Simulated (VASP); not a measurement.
## TiB4: relaxation of cell and atoms with PBE+D3(BJ)

TiB4:

```xyz
5
Lattice="3.1000 0.0000 0.0000 -1.5500 2.6847 0.0000 0.0000 0.0000 6.2600" Properties=species:S:1:pos:R:3 pbc="T T T"
Ti    0.0000    0.0000    0.0000
B     0.0000    1.7898    4.6600
B     1.5500    0.8949    4.6600
B     0.0000    1.7898    1.6000
B     1.5500    0.8949    1.6000
```

```
Program                : VASP 6.6.1
Task                   : relaxation of cell and atoms
Functional             : PBE
Dispersion             : D3(BJ)
Potentials or basis    : VASP PAW PBE potentials, release 64 (Ti_sv, B)
Cutoff                 : 600 eV
k mesh                 : 6 × 6 × 4
Occupations            : gaussian, width 0.1 eV
Spin                   : no spin polarisation
Dipole correction      : no
Further INCAR settings : ALGO = Normal; EDIFF = 1e-07; IBRION = 2; EDIFFG = -0.04; NSW = 90; ISIF = 3
```

```
Relaxed volume                        : 7.83 Å³/atom
Relaxed cell                          : a = 3.012 Å, b = 3.012 Å, c = 4.985 Å, α = 90.00°, β = 90.00°, γ = 120.00°
Space group after relaxing (to 0.1 Å) : P6/mmm (No. 191)
Energy gained by relaxing             : 414.9 meV/atom
Ionic steps                           : 16
Pressure after relaxing               : 0.2 GPa
Band gap on the k mesh                : zero (bands 12 and 13 overlap by 1.03 eV)
Dispersion energy per atom            : -0.338 eV
```

Forces in eV/Å, atoms in the order of the input:
```
Ti   0.000  0.000  0.000
B    0.000  0.000  0.002
B    0.000  0.000  0.002
B    0.000  0.000 -0.002
B    0.000  0.000 -0.002
```

Stress tensor (GPa, compression positive):
```
0.10 0.00 0.00
0.00 0.10 0.00
0.00 0.00 0.32
```

The path:
```
step  energy change (eV)  largest force (eV/Å)  pressure (GPa)  volume (Å³)
   1              0.0000                0.1647          -19.46        52.10
   2             -0.3200                1.0803           15.51        43.12
   3             -0.4325                0.6040            1.23        45.86
   4             -0.7129                1.0538            1.10        44.25
   5             -1.0246                2.3283           10.74        39.00
   6             -1.0865                2.1571            5.89        40.53
   7             -1.2161                2.0726            4.40        40.24
   8             -1.4242                1.4784            2.55        39.35
   9             -1.5959                1.2769            1.23        39.41
  10             -1.9565                0.5932           -1.91        39.58
  11             -1.8728                1.3507           -3.39        39.83
  12             -2.0608                0.1546           -3.54        39.70
  13             -2.0729                0.0529           -0.83        39.30
  14             -2.0741                0.0116            0.32        39.14
  15             -2.0741                0.0088            0.40        39.13
  16             -2.0743                0.0024            0.17        39.17
```

Final structure:
```cif
data_structure
_symmetry_space_group_name_H-M 'P 1'
_symmetry_Int_Tables_number 1
_cell_length_a 3.0121
_cell_length_b 3.0121
_cell_length_c 4.9855
_cell_angle_alpha 90.000
_cell_angle_beta 90.000
_cell_angle_gamma 120.000
_cell_volume 39.17
loop_
_atom_site_label
_atom_site_type_symbol
_atom_site_fract_x
_atom_site_fract_y
_atom_site_fract_z
_atom_site_occupancy
Ti1 Ti 0.00000 0.00000 0.00000 1
B1 B 0.33333 0.66667 0.68985 1
B2 B 0.66667 0.33333 0.68985 1
B3 B 0.33333 0.66667 0.31015 1
B4 B 0.66667 0.33333 0.31015 1
```

Levels at points of the mesh, in eV from the Fermi level:
```tsv
k point	band 9	band 10	band 11	band 12	band 13	band 14	band 15	band 16
(0.00, 0.00, 0.00)	-2.45	0.35	1.03	1.03	1.18	1.18	2.33	2.33
(0.50, 0.00, 0.00)	-3.85	-3.67	-3.51	-2.80	0.47	3.10	3.59	4.12
(0.00, 0.00, 0.50)	-1.37	-1.37	-1.24	-1.24	0.75	0.75	4.03	4.03
(0.50, 0.00, 0.50)	-4.56	-3.63	-1.66	-1.39	0.95	3.08	3.10	3.60
```

Run time: 10 min on 1 thread of Intel Xeon 8259CL, on a shared host, peak memory 0.22 GiB.

Caveat: the k points lie up to 0.40 Å⁻¹ apart in the final cell, too coarse for converged energies and pressures of a metal; the volume moved by over 15 % at a fixed basis, so the end points are rough.
